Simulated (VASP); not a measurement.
InP: single point with LDA

Crystal: InP.

```
CELL_PARAMETERS angstrom
0.00000 2.70745 2.70745
2.70745 0.00000 2.70745
2.70745 2.70745 0.00000
ATOMIC_POSITIONS crystal
In 0.00000 0.00000 0.00000
P 0.50000 0.50000 0.50000
```

| Item | Value |
| --- | --- |
| Program | VASP 6.6.1 |
| Task | single point |
| Functional | LDA |
| Potentials or basis | VASP PAW LDA potentials, release 64 (In_d, P) |
| Cutoff | 520 eV |
| k mesh | 8 × 8 × 8 |
| Occupations | fermi-dirac, width 0.05 eV |
| Spin | no spin polarisation |

```
Pressure               : 0.1 GPa
Band gap on the k mesh : zero (band 9 reaches 8.06 eV, above the bottom of band 10 at 5.15 eV)
```

Levels at points of the mesh, in eV from the Fermi level:
```tsv
k point	band 6	band 7	band 8	band 9	band 10	band 11	band 12	band 13
(0.00, 0.00, 0.00)	-12.62	-0.42	-0.42	-0.42	0.83	7.04	7.04	7.04
(0.50, 0.00, 0.00)	-10.28	-7.17	0.11	0.11	2.34	3.20	3.20	5.50
(0.50, 0.50, 0.00)	-8.95	-5.49	-2.68	-2.66	-2.66	3.60	10.18	10.18
```

Wall time 41 s on 1 thread of AMD EPYC 7R13, on a shared host, peak memory 0.12 GiB.

Caveat: spin-orbit coupling is left out, which moves the levels of the heavy elements.
